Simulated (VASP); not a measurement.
# Cu (Fm-3m) in VASP: notebook

Cu is run at these levels: PBE; tasks: single point.

All numbers are computed with VASP 6.6.1; they aren't measurements. Logs are shortened: lines on timing, memory, paths and dates and some standing lists are left out, and cuts for length are marked.

## Step 1: The cell of the first run

The structure is cubic, space group Fm-3m (No. 225). Conventional cell: a = 3.615 Å, b = 3.615 Å, c = 3.615 Å, α = 90.00°, β = 90.00°, γ = 90.00°. Within 3.4 Å of Cu (site symmetry m-3m) lie 12 Cu at 2.56 Å.

## Step 2: Single point, PBE

File INCAR:

```
SYSTEM = Cu
PREC = Accurate ; ENCUT = 600
EDIFF = 1E-6 ; ISMEAR = 0
SIGMA = 0.020999999999999998 ; LREAL = .False.
LASPH = .True. ; NELM = 120
ALGO = Normal ; ISIF = 2
LWAVE = .False. ; LCHARG = .True.
GGA = PE ; LELF = .True.
LVHAR = .True. ; NBANDS = 12
GGA_COMPAT = .False.
```

File KPOINTS:

```
regular mesh
0
Gamma
  13 13 13
  0 0 0
```

File POSCAR:

```
Cu
1.0
    0.0000000000      1.8075000000      1.8075000000
    1.8075000000      0.0000000000      1.8075000000
    1.8075000000      1.8075000000      0.0000000000
Cu
1
Direct
    0.0000000000      0.0000000000      0.0000000000
```

Potentials or basis: VASP PAW PBE potentials, release 64 (Cu).

The run is started by

```sh
> cat potpaw_PBE.64/Cu/POTCAR > POTCAR
> mpirun -np 1 vasp_std > vasp.out
```

OUTCAR:

```text
SYSTEM = Cu
   PREC = Accurate
   ENCUT = 600
   EDIFF = 1E-6
   ISMEAR = 0
   LREAL = .False.
   LASPH = .True.
   NELM = 120
   ISIF = 2
   GGA = PE

 ion  position               nearest neighbor table
   1  0.000  0.000  0.000-

  LATTYP: Found a face centered cubic cell.
 ALAT       =     3.6150000000

  Lattice vectors:

 A1 = (   0.0000000000,   1.8075000000,   1.8075000000)
 A2 = (   1.8075000000,   0.0000000000,   1.8075000000)
 A3 = (   1.8075000000,   1.8075000000,   0.0000000000)

Analysis of symmetry for initial positions (statically):
=====================================================================
 Subroutine PRICEL returns:
 Original cell was already a primitive cell.

 Routine SETGRP: Setting up the symmetry group for a
 face centered cubic supercell.

 Subroutine GETGRP returns: Found 48 space group operations
[... 9 lines left out ...]

 Routine SETGRP: Setting up the symmetry group for a
 face centered cubic supercell.

 Subroutine GETGRP returns: Found 48 space group operations
[... 11 lines left out ...]
                                     Primitive cell

  volume of cell :      11.8104

  direct lattice vectors                    reciprocal lattice vectors
     0.000000000  1.807500000  1.807500000    -0.276625173  0.276625173  0.276625173
     1.807500000  0.000000000  1.807500000     0.276625173 -0.276625173  0.276625173
     1.807500000  1.807500000  0.000000000     0.276625173  0.276625173 -0.276625173

  length of vectors
     2.556191014  2.556191014  2.556191014     0.479128854  0.479128854  0.479128854

  position of ions in fractional coordinates (direct lattice)
     0.000000000  0.000000000  0.000000000

  ion indices of the primitive-cell ions
   primitive index   ion index
                 1           1

----------------------------------------------------------------------------------------

 KPOINTS: regular mesh

Automatic generation of k-mesh.
 Grid dimensions read from file:
 generate k-points for:   13   13   13

 Generating k-lattice:

  Cartesian coordinates                     Fractional coordinates (reciprocal lattice)
    -0.021278859  0.021278859  0.021278859     0.076923077  0.000000000  0.000000000
     0.021278859 -0.021278859  0.021278859     0.000000000  0.076923077  0.000000000
     0.021278859  0.021278859 -0.021278859     0.000000000  0.000000000  0.076923077

  Length of vectors
     0.036856066  0.036856066  0.036856066

  Shift w.r.t. Gamma in fractional coordinates (k-lattice)
     0.000000000  0.000000000  0.000000000

 Subroutine IBZKPT returns following result:
 ===========================================

 Found     84 irreducible k-points:

 Following reciprocal coordinates:
            Coordinates               Weight
  0.000000  0.000000  0.000000      1.000000
  0.076923  0.000000  0.000000      8.000000
  0.153846  0.000000  0.000000      8.000000
  0.230769  0.000000  0.000000      8.000000
  0.307692  0.000000  0.000000      8.000000
  0.384615  0.000000  0.000000      8.000000
[... 16 lines left out ...]
  0.384615  0.153846  0.000000     24.000000
  0.461538  0.153846  0.000000     24.000000
 [... further k-points ...]
   k-points           NKPTS =     84   k-points in BZ     NKDIM =     84   number of bands    NBANDS=     12
   number of dos      NEDOS =    301   number of ions     NIONS =      1
   total plane-waves  NPLWV =   8000
   dimension x,y,z NGX =    20 NGY =   20 NGZ =   20
   dimension x,y,z NGXF=    40 NGYF=   40 NGZF=   40
   ions per type =               1
   NGX,Y,Z   is equivalent  to a cutoff of  13.01, 13.01, 13.01 a.u.
   NGXF,Y,Z  is equivalent  to a cutoff of  26.01, 26.01, 26.01 a.u.
 SYSTEM =  Cu
   PREC   = accura    normal or accurate (medium, high low for compatibility)
   ISTART =      0    job   : 0-new  1-cont  2-samecut
   ICHARG =      2    charge: 1-file 2-atom 10-const
   ISPIN  =      1    spin polarized calculation?
   LNONCOLLINEAR =      F non collinear calculations
   LSORBIT =      F    spin-orbit coupling
   LASPH  =      T    aspherical Exc in radial PAW
   ENCUT  =  600.0 eV  44.10 Ry    6.64 a.u.   5.11  5.11  5.11*2*pi/ulx,y,z
   NELM   =    120;   NELMIN=  2; NELMDL= -5     # of ELM steps
   EDIFF  = 0.1E-05   stopping-criterion for ELM
   LREAL  =      F    real-space projection
   EDIFFG = 0.1E-04   stopping-criterion for IOM
   NSW    =      0    number of steps for IOM
   IBRION =     -1    ionic relax: 0-MD 1-quasi-New 2-CG
   NFREE  =      0    steps in history (QN), initial steepest desc. (CG)
   ISIF   =      2    stress and relaxation
   ISYM   =      2    0-nonsym 1-usesym 2-fastsym
   POTIM  = 0.5000    time-step for ionic-motion
   TEBEG  =    0.0;   TEEND  =   0.0 temperature during run
   PSTRESS=    0.0 pullay stress
   NELECT =      11.0000    total number of electrons
   NUPDOWN=      -1.0000    fix difference up-down
   EMIN   =  10.00;   EMAX   =-10.00  energy-range for DOS
   EFERMI =   0.00;   METHOD = LEGACY
   ISMEAR =     0;   SIGMA  =   0.02  broadening in eV -4-tet -1-fermi 0-gaus
   EFERMI_NEDOS =   21; number of points for ismear=-14 and -15
   IALGO  =     38    algorithm
   IMIX   =      4    mixing-type and parameters
     AMIX     =   0.40;   BMIX     =  1.00
     AMIX_MAG =   1.60;   BMIX_MAG =  1.00
  volume/ion in A,a.u.               =      11.81        79.70
  Fermi-wavevector in a.u.,A,eV,Ry     =   1.598763  3.021224 34.777078  2.556043
  Thomas-Fermi vector in A             =   2.696162
   LORBIT       =      0    0 simple, 1 ext, 2 COOP (PROOUT), +10 PAW based schemes
   GGA     = PE    functional components
   LHFCALC =     F    Hartree Fock is set to
   AEXX    =    0.0000 exact exchange contribution
   IVDW    =     0    specifies the selected vdW correction
   LEPSILON=     F    determine dielectric tensor
   LRPA    =     F    only Hartree local field effects (RPA)
 non-spin polarized calculation
 Gauss-broadening in eV      SIGMA  =   0.02
  energy-cutoff  :      600.00
  volume of cell :       11.81
 maximum number of plane-waves:       411
   NGX = 11   NGY = 11   NGZ = 11

 number of electron      11.0000001 magnetization

 Free energy of the ion-electron system (eV)
  ---------------------------------------------------
  ext. energy  EPLUGINS =         0.00000000
  ---------------------------------------------------
  free energy    TOTEN  =        -3.72693677 eV

  energy without entropy =       -3.72677848  energy(sigma->0) =       -3.72685763

 E-fermi :   7.7916     XC(G=0): -12.7264

 val. band max:        7.7774867770   @ k =   0.4615   0.3077   0.0000
 cond. band min:       7.8069430064   @ k =  -0.3846   0.1538   0.0000
 fundamental gap:      0.0294562294
 Fermi energy:         7.7915808111

 k-point     1 :       0.0000    0.0000    0.0000
  band No.  band energies     occupation
      1      -1.7660      2.00000
      2       4.5522      2.00000
      3       4.5522      2.00000
      4       4.5522      2.00000
      5       5.3735      2.00000
      6       5.3735      2.00000
      7      30.1795      0.00000
      8      32.8235      0.00000
      9      32.8235      0.00000
     10      32.8235      0.00000
     11      35.3137      0.00000
     12      35.3137      0.00000

 k-point     2 :       0.0769    0.0000    0.0000
  band No.  band energies     occupation
      1      -1.5508      2.00000
      2       4.5073      2.00000
      3       4.5920      2.00000
      4       4.5920      2.00000
      5       5.3584      2.00000
      6       5.3584      2.00000
      7      28.7438      0.00000
      8      31.1143      0.00000
      9      32.2075      0.00000
     10      32.2075      0.00000
     11      36.2297      0.00000
     12      36.2297      0.00000

 k-point     3 :       0.1538    0.0000    0.0000
  band No.  band energies     occupation
      1      -0.9198      2.00000
      2       4.3977      2.00000
      3       4.6780      2.00000
      4       4.6780      2.00000
      5       5.3442      2.00000
      6       5.3442      2.00000
      7      24.8947      0.00000
      8      30.6751      0.00000
      9      31.2885      0.00000
     10      31.2885      0.00000
     11      37.1667      0.00000
     12      37.6552      0.00000

 k-point     4 :       0.2308    0.0000    0.0000
  band No.  band energies     occupation
      1       0.0686      2.00000
      2       4.3039      2.00000
      3       4.7147      2.00000
      4       4.7147      2.00000
      5       5.4178      2.00000
      6       5.4178      2.00000
      7      20.9731      0.00000
      8      30.2061      0.00000
      9      30.5516      0.00000
     10      30.5516      0.00000
     11      36.5387      0.00000
     12      36.5387      0.00000

 k-point     5 :       0.3077    0.0000    0.0000
  band No.  band energies     occupation
      1       1.2392      2.00000
      2       4.4100      2.00000
      3       4.6599      2.00000
      4       4.6599      2.00000
      5       5.6022      2.00000
      6       5.6022      2.00000
      7      17.3247      0.00000
      8      29.5888      0.00000
      9      30.0519      0.00000
     10      30.0519      0.00000
     11      34.7869      0.00000
     12      34.7869      0.00000
[... 228 lines left out ...]
      1       0.0837      2.00000
      2       4.0929      2.00000
      3       4.8295      2.00000
      4       4.9309      2.00000
      5       5.1532      2.00000
      6       5.5623      2.00000
      7      24.1122      0.00000
      8      26.6492      0.00000
      9      28.0434      0.00000
     10      29.8209      0.00000
     11      32.4494      0.00000
     12      39.9396      0.00000

 k-point    22 :       0.3077    0.1538    0.0000
  band No.  band energies     occupation
      1       1.0997      2.00000
      2       3.9888      2.00000
      3       4.6561      2.00000
      4       4.9573      2.00000
      5       5.5240      2.00000
      6       5.7027      2.00000
      7      20.2971      0.00000
      8      25.8981      0.00000
      9      27.2123      0.00000
     10      28.8283      0.00000
     11      34.1841      0.00000
     12      39.1854      0.00000

 k-point    23 :       0.3846    0.1538    0.0000
  band No.  band energies     occupation
      1       2.1471      2.00000
      2       4.0330      2.00000
      3       4.5014      2.00000
      4       4.9024      2.00000
      5       5.8658      2.00000
      6       6.1583      2.00000
      7      16.7600      0.00000
      8      25.5965      0.00000
      9      25.8406      0.00000
     10      28.1541      0.00000
     11      37.0281      0.00000
     12      38.4943      0.00000

 k-point    24 :       0.4615    0.1538    0.0000
  band No.  band energies     occupation
      1       2.7606      2.00000
      2       4.1974      2.00000
      3       4.5637      2.00000
      4       4.8272      2.00000
      5       5.9581      2.00000
      6       7.2496      2.00000
      7      13.6616      0.00000
      8      24.4474      0.00000
      9      25.7801      0.00000
     10      27.9921      0.00000
     11      37.7277      0.00000
     12      37.8348      0.00000

 [... further k-points ...]
[... 5 lines left out ...]
  --------------------------------------------------------------------------------------
  -------------------------------------------------------------------------------------
  Total        0.1670034      0.1670034      0.1670034      0.0000000      0.0000000     -0.0000000
  in kB       22.6553602     22.6553602     22.6553602      0.0000000      0.0000000     -0.0000000
  external PRESSURE =      22.6553602 kB  Pullay stress =       0.0000000 kB

 VOLUME and BASIS-vectors are now :
 -----------------------------------------------------------------------------
  energy-cutoff  :      600.00
  volume of cell :       11.81
      direct lattice vectors                 reciprocal lattice vectors
     0.000000000  1.807500000  1.807500000    -0.276625173  0.276625173  0.276625173
     1.807500000  0.000000000  1.807500000     0.276625173 -0.276625173  0.276625173
     1.807500000  1.807500000  0.000000000     0.276625173  0.276625173 -0.276625173

 POSITION                                       TOTAL-FORCE (eV/Angst)
 -----------------------------------------------------------------------------------
      0.00000      0.00000      0.00000         0.000000     -0.000000      0.000000
 -----------------------------------------------------------------------------------
    total drift:                                0.000000      0.000000      0.000000

  FREE ENERGIE OF THE ION-ELECTRON SYSTEM (eV)
  ---------------------------------------------------
  free  energy   TOTEN  =        -3.7269367659 eV

  energy  without entropy=       -3.7267784845  energy(sigma->0) =       -3.72685763
```

Wall time 5.4 s (1 thread of Intel Xeon 6975P-C (Granite Rapids), shared host); peak memory 0.13 GiB.

Results:

- Free energy: -3.7269 eV
- Pressure: 2.3 GPa

## Step 3: Single point, PBE

File INCAR:

```
SYSTEM = Cu
  PREC = Accurate
  ENCUT = 600
  EDIFF = 1E-6
  ISMEAR = 0
  SIGMA = 0.013000000000000001
  LREAL = .False.
  LASPH = .True.
  NELM = 120
  ALGO = Normal
  ISIF = 2
  LWAVE = .False.
  LCHARG = .False.
  GGA = PE
  NBANDS = 12
  GGA_COMPAT = .False.
```

KPOINTS is that of step 2.

POSCAR is that of step 2.

Potentials or basis: VASP PAW PBE potentials, release 64 (Cu).

The run is started by

```sh
> cat potpaw_PBE.64/Cu/POTCAR > POTCAR
> mpirun -np 1 vasp_std > vasp.out
```

Run time: 5.1 s. Hardware: 1 thread of Intel Xeon 6975P-C (Granite Rapids), shared host; peak memory 0.13 GiB.

The run converged. Its results:

* Free energy: -3.7269 eV
* Pressure: 2.3 GPa

Levels at points of the mesh, in eV from the Fermi level:
```csv
k point,band 4,band 5,band 6,band 7,band 8,band 9
"(0.00, 0.00, 0.00)",-3.24,-2.42,-2.42,22.39,25.03,25.03
```

## Step 4: Single point, PBE

File INCAR:

```
SYSTEM = Cu
PREC     = Accurate       ! precision mode
ENCUT    = 600            ! plane-wave cutoff, eV
EDIFF    = 1E-6           ! SCF threshold, eV
ISMEAR   = 0              ! smearing method
SIGMA    = 0.018000000000000002 ! smearing width, eV
LREAL    = .FALSE.        ! projectors in reciprocal space
LASPH    = .TRUE.         ! aspherical terms in the spheres
NELM     = 120            ! most SCF steps
ALGO     = Normal         ! electronic algorithm
ISIF     = 2              ! what is computed and relaxed
LWAVE    = .FALSE.        ! write WAVECAR
LCHARG   = .FALSE.        ! write CHGCAR
GGA      = PE             ! functional
NBANDS   = 12             ! bands
GGA_COMPAT= .FALSE.
```

File KPOINTS:

```
regular mesh
0
G
  13 13 13
  0 0 0
```

POSCAR is that of step 3.

The run is started by

```sh
> cat potpaw_PBE.64/Cu/POTCAR > POTCAR
> mpirun -np 1 vasp_std > vasp.out
```

Wall time 5.1 s (1 thread of Intel Xeon 6975P-C (Granite Rapids), shared host); peak memory 0.13 GiB.

Results (log left out):

```yaml
Free_energy: -3.7269 eV
Pressure: 2.3 GPa
```

Levels at points of the mesh, in eV from the Fermi level:
| k point | band 3 | band 4 | band 5 | band 6 | band 7 | band 8 | band 9 | band 10 |
| --- | --- | --- | --- | --- | --- | --- | --- | --- |
| (0.00, 0.00, 0.00) | -3.24 | -3.24 | -2.42 | -2.42 | 22.39 | 25.03 | 25.03 | 25.03 |

## Step 5: The runs side by side

```csv
smearing,gap on the mesh (eV),pressure (GPa)
gaussian 0.021 eV,none,2.3
gaussian 0.013 eV,none,2.3
gaussian 0.018 eV,none,2.3
```

Alike in all rows: task single point; level PBE; potentials or basis VASP PAW PBE potentials, release 64 (Cu); no spin polarisation; cell as given; k mesh 13 × 13 × 13; cutoff (eV) 600.

Every run on the cell as given and a fine mesh finds a metal.

Absolute energies hang on the potentials; compare differences alone.
